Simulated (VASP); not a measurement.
A run of VASP 6.6.1 is set up as follows.

File INCAR:

```
SYSTEM = KBr
PREC = Accurate ; ENCUT = 520
EDIFF = 1E-6 ; ISMEAR = -1
SIGMA = 0.08 ; LREAL = .False.
LASPH = .True. ; NELM = 80
ALGO = Normal ; ISIF = 2
LWAVE = .False. ; LCHARG = .False.
GGA = PE ; NBANDS = 15
```

The input KPOINTS:

```
regular mesh
0
Gamma
  11 11 11
  0 0 0
```

Contents of POSCAR:

```
KBr
1.0
    0.0000000000      3.7146932457      3.7146932457
    3.7146932457      0.0000000000      3.7146932457
    3.7146932457      3.7146932457      0.0000000000
K Br
1 1
Direct
    0.0000000000      0.0000000000      0.0000000000
    0.2500000000      0.2500000000      0.2500000000
```

Potentials or basis: VASP PAW PBE potentials, release 64 (K_sv, Br).

Launch:

```bash
$ cat potpaw_PBE.64/K_sv/POTCAR potpaw_PBE.64/Br/POTCAR > POTCAR
$ mpirun -np 1 vasp_std > vasp.out
```

Q: Predict the band gap on the k mesh.

A: 4.24 eV, indirect (least direct gap 4.26 eV).

Q: Predict the pressure.

A: 0.1 GPa.

A k mesh can miss the band edges.
